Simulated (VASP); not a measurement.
# CaCu2S2 in VASP: density of states with PBE

Aim: the density of states of CaCu2S2 with PBE.

All numbers are computed with VASP 6.6.1; they aren't measurements. Logs are shortened: lines on timing, memory, paths and dates and some standing lists are left out, and cuts for length are marked.

### 1 The cell of the first run

The typed cell holds 5 atoms: a = 3.987 Å, b = 3.987 Å, c = 6.601 Å, α = 90.00°, β = 90.00°, γ = 120.00°.

### 2 Density of states, PBE

The input, POSCAR:

```
CaCu2S2
1.0
    3.9872360700      0.0000000000      0.0000000000
   -1.9936180300      3.4530476300      0.0000000000
    0.0000000000      0.0000000000      6.6012032600
Cu Ca S
2 1 2
Direct
    0.3333000000      0.6667000000      0.3764900000
    0.6667000000      0.3333000000      0.6235100000
    0.0000000000      0.0000000000      0.0000000000
    0.3333000000      0.6667000000      0.7463000000
    0.6667000000      0.3333000000      0.2537000000
```

The input, INCAR.step1:

```
SYSTEM = CaCu2S2
  PREC = Accurate
  ENCUT = 520
  EDIFF = 1E-6
  ISMEAR = -1
  SIGMA = 0.1031
  LREAL = .FALSE.
  LASPH = .TRUE.
  NELM = 100
  ALGO = Normal
  ISIF = 2
  LWAVE = .FALSE.
  LCHARG = .TRUE.
  LMAXMIX = 4
  GGA = PE
  NBANDS = 30
```

The input, KPOINTS.step1:

```
regular mesh
0
G
  7 7 4
  0 0 0
```

The input, INCAR.step2:

```
SYSTEM = CaCu2S2
  PREC = Accurate
  ENCUT = 520
  EDIFF = 1E-6
  ISMEAR = -5
  SIGMA = 0.1031
  LREAL = .FALSE.
  LASPH = .TRUE.
  NELM = 100
  ALGO = Normal
  ISIF = 2
  LWAVE = .FALSE.
  LCHARG = .FALSE.
  LMAXMIX = 4
  GGA = PE
  LORBIT = 10
  NEDOS = 2001
  ICHARG = 11
```

The input, KPOINTS.step2:

```
regular mesh
0
G
  11 11 6
  0 0 0
```

Potentials or basis: VASP PAW PBE potentials, release 64 (Cu, Ca_sv, S).

Command:

```console
$ cat potpaw_PBE.64/Cu/POTCAR potpaw_PBE.64/Ca_sv/POTCAR potpaw_PBE.64/S/POTCAR > POTCAR
$ cp INCAR.step1 INCAR
$ cp KPOINTS.step1 KPOINTS
$ mpirun -np 1 vasp_std > vasp.out
$ cp INCAR.step2 INCAR
$ cp KPOINTS.step2 KPOINTS
$ mpirun -np 1 vasp_std > vasp.out
```

OUTCAR:

```text
SYSTEM = CaCu2S2
   PREC = Accurate
   ENCUT = 520
   EDIFF = 1E-6
   ISMEAR = -5
   LREAL = .FALSE.
   LASPH = .TRUE.
   NELM = 100
   ISIF = 2
   GGA = PE
   LORBIT = 10
   ICHARG = 11

 ion  position               nearest neighbor table
   1  0.333  0.667  0.376-   5 2.44   5 2.44   5 2.44   4 2.44
   2  0.667  0.333  0.624-   4 2.44   4 2.44   4 2.44   5 2.44
   3  0.000  0.000  0.000-   4 2.85   5 2.85   4 2.85   5 2.85   5 2.85   4 2.85
   4  0.333  0.667  0.746-   2 2.44   2 2.44   2 2.44   1 2.44   3 2.85   3 2.85   3 2.85
   5  0.667  0.333  0.254-   1 2.44   1 2.44   1 2.44   2 2.44   3 2.85   3 2.85   3 2.85

  LATTYP: Found a hexagonal cell.
 ALAT       =     3.9872360700
 C/A-ratio  =     1.6555837538

  Lattice vectors:

 A1 = (   3.9872360700,   0.0000000000,   0.0000000000)
 A2 = (  -1.9936180300,   3.4530476300,   0.0000000000)
 A3 = (   0.0000000000,   0.0000000000,   6.6012032600)

Analysis of symmetry for initial positions (statically):
=====================================================================
 Subroutine PRICEL returns:
 Original cell was already a primitive cell.

 Routine SETGRP: Setting up the symmetry group for a
 hexagonal supercell.

 Subroutine GETGRP returns: Found  4 space group operations
 (whereof  4 operations were pure point group operations)
 out of a pool of 24 trial point group operations.

The static configuration has the point symmetry C_2h.

Analysis of symmetry for dynamics (positions and initial velocities):
=====================================================================
 Subroutine PRICEL returns:
 Original cell was already a primitive cell.

 Routine SETGRP: Setting up the symmetry group for a
 hexagonal supercell.

 Subroutine GETGRP returns: Found  4 space group operations
 (whereof  4 operations were pure point group operations)
 out of a pool of 24 trial point group operations.

The dynamic configuration has the point symmetry C_2h.

 Subroutine INISYM returns: Found  4 space group operations
 (whereof  4 operations are pure point group operations),
 and found     1 'primitive' translations

----------------------------------------------------------------------------------------

                                     Primitive cell

  volume of cell :      90.8861

  direct lattice vectors                    reciprocal lattice vectors
     3.987236070  0.000000000  0.000000000     0.250800299  0.144799624  0.000000000
    -1.993618030  3.453047630  0.000000000     0.000000000  0.289599249  0.000000000
[... 107 lines left out ...]
   EFERMI =   0.00;   METHOD = LEGACY
   ISMEAR =    -5;   SIGMA  =   0.10  broadening in eV -4-tet -1-fermi 0-gaus
   EFERMI_NEDOS =   21; number of points for ismear=-14 and -15
   IALGO  =     38    algorithm
   IMIX   =      4    mixing-type and parameters
     AMIX     =   0.40;   BMIX     =  1.00
     AMIX_MAG =   1.60;   BMIX_MAG =  1.00
  volume/ion in A,a.u.               =      18.18       122.67
  Fermi-wavevector in a.u.,A,eV,Ry     =   1.285464  2.429174 22.482500  1.652417
  Thomas-Fermi vector in A             =   2.417597
   LORBIT       =     10    0 simple, 1 ext, 2 COOP (PROOUT), +10 PAW based schemes
   GGA     = PE    functional components
   LHFCALC =     F    Hartree Fock is set to
   AEXX    =    0.0000 exact exchange contribution
   IVDW    =     0    specifies the selected vdW correction
   LEPSILON=     F    determine dielectric tensor
   LRPA    =     F    only Hartree local field effects (RPA)
 non-spin polarized calculation
 Fermi weights with tetrahedron method with Bloechl corrections
  energy-cutoff  :      520.00
  volume of cell :       90.89
 maximum number of plane-waves:      2472
 NGX is ok and might be reduce to    30

 number of electron      44.0000021 magnetization

 Free energy of the ion-electron system (eV)
  ---------------------------------------------------
  ext. energy  EPLUGINS =         0.00000000
  ---------------------------------------------------
  free energy    TOTEN  =       -22.28736900 eV

  energy without entropy =      -22.28736900  energy(sigma->0) =      -22.28736900

 E-fermi :   5.1782     XC(G=0): -10.2439

 val. band max:        5.1641014901   @ k =   0.0000   0.0000   0.0000
 cond. band min:       6.1241688478   @ k =   0.0000   0.0000   0.0000
 fundamental gap:      0.9600673577
 Fermi energy:         5.1782438673

 k-point     1 :       0.0000    0.0000    0.0000
  band No.  band energies     occupation
      1     -35.4754      2.00000
      2     -16.5641      2.00000
      3     -16.4728      2.00000
      4     -16.4728      2.00000
      5      -8.5429      2.00000
      6      -7.7205      2.00000
[... 685 lines left out ...]
     25       9.0955      0.00000
     26      10.0184      0.00000

 [... further k-points ...]

------------------------ aborting loop because EDIFF is reached ----------------------------------------

  FORCE on cell =-STRESS in cart. coord.  units (eV):
  Direction    XX          YY          ZZ          XY          YZ          ZX
  --------------------------------------------------------------------------------------
  -------------------------------------------------------------------------------------
  Total       -1.7049842     -1.7046788     -1.6808503      0.0002644      0.0001401     -0.0002427
  in kB      -30.0561472    -30.0507638    -29.6307053      0.0046607      0.0024702     -0.0042792
  external PRESSURE =     -29.9125388 kB  Pullay stress =       0.0000000 kB

 VOLUME and BASIS-vectors are now :
 -----------------------------------------------------------------------------
  energy-cutoff  :      520.00
  volume of cell :       90.89
      direct lattice vectors                 reciprocal lattice vectors
     3.987236070  0.000000000  0.000000000     0.250800299  0.144799624  0.000000000
    -1.993618030  3.453047630  0.000000000     0.000000000  0.289599249  0.000000000
     0.000000000  0.000000000  6.601203260     0.000000000  0.000000000  0.151487534

 POSITION                                       TOTAL-FORCE (eV/Angst)
 -----------------------------------------------------------------------------------
     -0.00020      2.30215      2.48529         0.000600     -0.000346      0.023988
      1.99382      1.15090      4.11592        -0.000600      0.000346     -0.023988
      0.00000      0.00000      0.00000         0.000000      0.000000      0.000000
     -0.00020      2.30215      4.92648         0.001027     -0.000593     -0.307746
      1.99382      1.15090      1.67473        -0.001027      0.000593      0.307746
 -----------------------------------------------------------------------------------
    total drift:                                0.000000     -0.000000     -0.000000

  FREE ENERGIE OF THE ION-ELECTRON SYSTEM (eV)
  ---------------------------------------------------
  free  energy   TOTEN  =       -22.2873689994 eV

  energy  without entropy=      -22.2873689994  energy(sigma->0) =      -22.28736900

 total charge

# of ion       s       p       d       tot
------------------------------------------
    1        0.317   0.294   9.289   9.900
    2        0.317   0.294   9.289   9.900
    3        2.029   5.851   0.270   8.150
    4        1.307   2.402   0.000   3.709
    5        1.307   2.402   0.000   3.709
--------------------------------------------------
tot          5.276  11.244  18.849  35.369
```

OUTCAR.step1:

```text
SYSTEM = CaCu2S2
   PREC = Accurate
   ENCUT = 520
   EDIFF = 1E-6
   ISMEAR = -1
   LREAL = .FALSE.
   LASPH = .TRUE.
[... 1025 lines left out ...]
      0.00000      0.00000      0.00000         0.000000      0.000000      0.000000
     -0.00020      2.30215      4.92648         0.001025     -0.000592     -0.307628
      1.99382      1.15090      1.67473        -0.001025      0.000592      0.307628
 -----------------------------------------------------------------------------------
    total drift:                               -0.000000      0.000000      0.000000

  FREE ENERGIE OF THE ION-ELECTRON SYSTEM (eV)
  ---------------------------------------------------
  free  energy   TOTEN  =       -22.2863102341 eV

  energy  without entropy=      -22.2858864733  energy(sigma->0) =      -22.28609835
```

Wall time 9.5 min (1 thread of Intel Xeon Platinum 8259CL at 2.50GHz (Skylake/Cascade Lake), shared host); peak memory 0.56 GiB.

Results:

| Property | Result |
| --- | --- |
| Valence electrons inside the program's atomic spheres | Cu 9.90; Ca 8.15; S 3.71 |
